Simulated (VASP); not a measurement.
# BaHfO3 (Pm-3m) in VASP: further runs

Runs on BaHfO3. Level: PBE. Tasks: single point, relaxation of the atoms.

All numbers are computed with VASP 6.6.1; they aren't measurements. Logs are shortened: lines on timing, memory, paths and dates and some standing lists are left out, and cuts for length are marked.

### 1 The cell of the first run

Symmetry: Pm-3m, No. 221, cubic system. Conventional cell: a = 4.122 Å, b = 4.122 Å, c = 4.122 Å, α = 90.00°, β = 90.00°, γ = 90.00°. Ba (site symmetry m-3m) has 12 O at 2.91 Å and 8 Hf at 3.57 Å within 3.8 Å. Within 2.7 Å of Hf (site symmetry m-3m) lie 6 O at 2.06 Å. Within 2.7 Å of O (site symmetry 4/mmm) lie 2 Hf at 2.06 Å.

### 2 Single point, PBE (strained cell)

The input, INCAR:

```
  PREC = Accurate
  ENCUT = 520
  EDIFF = 1E-6
  ISMEAR = 0
  SIGMA = 0.02
  LREAL = False
  LASPH = True
  NELM = 80
  ALGO = Normal
  ISIF = 2
  LWAVE = False
  LCHARG = False
  GGA = PE
  NBANDS = 27
```

The input, KPOINTS:

```
regular mesh
0
Gamma
  6 6 6
```

The input, POSCAR:

```
BaHfO3
1.0
    4.1217874412      0.0000000000      0.0000000000
    0.0000000000      4.1217874412      0.0000000000
    0.0000000000      0.0000000000      4.1217874412
Ba Hf O
1 1 3
Direct
    0.5000000000      0.5000000000      0.5000000000
    0.0000000000      0.0000000000      0.0000000000
    0.0000000000      0.5000000000      0.0000000000
    0.5000000000      0.0000000000      0.0000000000
    0.0000000000      0.0000000000      0.5000000000
```

Potentials or basis: VASP PAW PBE potentials, release 64 (Ba_sv, Hf_pv, O).

The run is started by

```sh
cat potpaw_PBE.64/Ba_sv/POTCAR potpaw_PBE.64/Hf_pv/POTCAR potpaw_PBE.64/O/POTCAR > POTCAR
mpirun -np 1 vasp_std > vasp.out
```

OUTCAR:

```text
PREC = Accurate
   ENCUT = 520
   EDIFF = 1E-6
   ISMEAR = 0
   LREAL = False
   LASPH = True
   NELM = 80
   ISIF = 2
   GGA = PE

 ion  position               nearest neighbor table
   1  0.500  0.500  0.500-   3 2.91   4 2.91   5 2.91   3 2.91   4 2.91   4 2.91   5 2.91   4 2.91
                             3 2.91   5 2.91   3 2.91   5 2.91   2 3.57   2 3.57   2 3.57   2 3.57
   2  0.000  0.000  0.000-   3 2.06   4 2.06   5 2.06   5 2.06   3 2.06   4 2.06   1 3.57   1 3.57
                             1 3.57   1 3.57   1 3.57   1 3.57   1 3.57   1 3.57
   3  0.000  0.500  0.000-   2 2.06   2 2.06   1 2.91   1 2.91   1 2.91   1 2.91
   4  0.500  0.000  0.000-   2 2.06   2 2.06   1 2.91   1 2.91   1 2.91   1 2.91
   5  0.000  0.000  0.500-   2 2.06   2 2.06   1 2.91   1 2.91   1 2.91   1 2.91

  LATTYP: Found a simple cubic cell.
 ALAT       =     4.1217874412

  Lattice vectors:

 A1 = (   4.1217874412,   0.0000000000,   0.0000000000)
 A2 = (   0.0000000000,   4.1217874412,   0.0000000000)
 A3 = (   0.0000000000,   0.0000000000,   4.1217874412)

Analysis of symmetry for initial positions (statically):
=====================================================================
 Subroutine PRICEL returns:
 Original cell was already a primitive cell.

 Routine SETGRP: Setting up the symmetry group for a
 simple cubic supercell.

 Subroutine GETGRP returns: Found 48 space group operations
 (whereof 48 operations were pure point group operations)
 out of a pool of 48 trial point group operations.

The static configuration has the point symmetry O_h .

Analysis of symmetry for dynamics (positions and initial velocities):
=====================================================================
 Subroutine PRICEL returns:
 Original cell was already a primitive cell.

 Routine SETGRP: Setting up the symmetry group for a
 simple cubic supercell.

 Subroutine GETGRP returns: Found 48 space group operations
 (whereof 48 operations were pure point group operations)
 out of a pool of 48 trial point group operations.

The dynamic configuration has the point symmetry O_h .

 Subroutine INISYM returns: Found 48 space group operations
 (whereof 48 operations are pure point group operations),
 and found     1 'primitive' translations

----------------------------------------------------------------------------------------

                                     Primitive cell

  volume of cell :      70.0256

  direct lattice vectors                    reciprocal lattice vectors
     4.121787441  0.000000000  0.000000000     0.242613190  0.000000000  0.000000000
[... 92 lines left out ...]
   NFREE  =      0    steps in history (QN), initial steepest desc. (CG)
   ISIF   =      2    stress and relaxation
   ISYM   =      2    0-nonsym 1-usesym 2-fastsym
   POTIM  = 0.5000    time-step for ionic-motion
   TEBEG  =    0.0;   TEEND  =   0.0 temperature during run
   PSTRESS=    0.0 pullay stress
   NELECT =      38.0000    total number of electrons
   NUPDOWN=      -1.0000    fix difference up-down
   EMIN   =  10.00;   EMAX   =-10.00  energy-range for DOS
   EFERMI =   0.00;   METHOD = LEGACY
   ISMEAR =     0;   SIGMA  =   0.02  broadening in eV -4-tet -1-fermi 0-gaus
   EFERMI_NEDOS =   21; number of points for ismear=-14 and -15
   IALGO  =     38    algorithm
   IMIX   =      4    mixing-type and parameters
     AMIX     =   0.40;   BMIX     =  1.00
     AMIX_MAG =   1.60;   BMIX_MAG =  1.00
  volume/ion in A,a.u.               =      14.01        94.51
  Fermi-wavevector in a.u.,A,eV,Ry     =   1.335315  2.523380 24.260093  1.783067
  Thomas-Fermi vector in A             =   2.464029
   LORBIT       =      0    0 simple, 1 ext, 2 COOP (PROOUT), +10 PAW based schemes
   GGA     = PE    functional components
   LHFCALC =     F    Hartree Fock is set to
   AEXX    =    0.0000 exact exchange contribution
   IVDW    =     0    specifies the selected vdW correction
   LEPSILON=     F    determine dielectric tensor
   LRPA    =     F    only Hartree local field effects (RPA)
 non-spin polarized calculation
 Gauss-broadening in eV      SIGMA  =   0.02
  energy-cutoff  :      520.00
  volume of cell :       70.03
 maximum number of plane-waves:      1924
 NGX is ok and might be reduce to    32
   NGX = 15   NGY = 15   NGZ = 15

 number of electron      38.0000024 magnetization

 Free energy of the ion-electron system (eV)
  ---------------------------------------------------
  ext. energy  EPLUGINS =         0.00000000
  ---------------------------------------------------
  free energy    TOTEN  =       -43.42811157 eV

  energy without entropy =      -43.42811157  energy(sigma->0) =      -43.42811157

 E-fermi :   2.8567     XC(G=0): -11.0270

 val. band max:        2.6775821460   @ k =   0.5000   0.5000   0.5000
 cond. band min:       6.3291389246   @ k =   0.0000   0.0000   0.0000
 fundamental gap:      3.6515567786
 Fermi energy:         2.8566890659

 k-point     1 :       0.0000    0.0000    0.0000
  band No.  band energies     occupation
      1     -25.9019      2.00000
      2     -25.9019      2.00000
      3     -25.9019      2.00000
      4     -22.4689      2.00000
      5     -14.0891      2.00000
      6     -13.5602      2.00000
[... 589 lines left out ...]
     26      12.1840      0.00000
     27      12.1840      0.00000

------------------------ aborting loop because EDIFF is reached ----------------------------------------

  FORCE on cell =-STRESS in cart. coord.  units (eV):
  Direction    XX          YY          ZZ          XY          YZ          ZX
  --------------------------------------------------------------------------------------
  -------------------------------------------------------------------------------------
  Total        4.5161553      4.5161553      4.5161553     -0.0000000     -0.0000000      0.0000000
  in kB      103.3291071    103.3291071    103.3291071     -0.0000000     -0.0000000      0.0000000
  external PRESSURE =     103.3291071 kB  Pullay stress =       0.0000000 kB

 VOLUME and BASIS-vectors are now :
 -----------------------------------------------------------------------------
  energy-cutoff  :      520.00
  volume of cell :       70.03
      direct lattice vectors                 reciprocal lattice vectors
     4.121787441  0.000000000  0.000000000     0.242613190  0.000000000  0.000000000
     0.000000000  4.121787441  0.000000000     0.000000000  0.242613190  0.000000000
     0.000000000  0.000000000  4.121787441     0.000000000  0.000000000  0.242613190

 POSITION                                       TOTAL-FORCE (eV/Angst)
 -----------------------------------------------------------------------------------
      2.06089      2.06089      2.06089         0.000000      0.000000      0.000000
      0.00000      0.00000      0.00000         0.000000      0.000000      0.000000
      0.00000      2.06089      0.00000         0.000000      0.000000      0.000000
      2.06089      0.00000      0.00000         0.000000      0.000000      0.000000
      0.00000      0.00000      2.06089         0.000000      0.000000      0.000000
 -----------------------------------------------------------------------------------
    total drift:                                0.000000      0.000000     -0.000000

  FREE ENERGIE OF THE ION-ELECTRON SYSTEM (eV)
  ---------------------------------------------------
  free  energy   TOTEN  =       -43.4281115707 eV

  energy  without entropy=      -43.4281115707  energy(sigma->0) =      -43.42811157
```

stdout:

```text
POSCAR found type information on POSCAR BaHfO
 POSCAR found :  3 types and       5 ions
 scaLAPACK will be used
 LDA part: xc-table for (Slater+PW92), standard interpolation
 POSCAR, INCAR and KPOINTS ok, starting setup
 FFT: planning ... GRIDC
 FFT: planning ... GRID_SOFT
 FFT: planning ... GRID
 WAVECAR not read
 entering main loop
```

Run time: 51 s. Hardware: 1 thread of Intel Xeon 8259CL, shared host; peak memory 0.2 GiB.

Results:

* Free energy: -43.4281 eV
* Pressure: 10.3 GPa
* Band gap on the k mesh: 3.65 eV (least direct gap 3.82 eV)

Caveat: the cell differs from its parent crystal (strained cell); the cell stands under pressure; spin-orbit coupling is left out, which moves the levels of the heavy elements.

(Continued in part 2 of 2.)
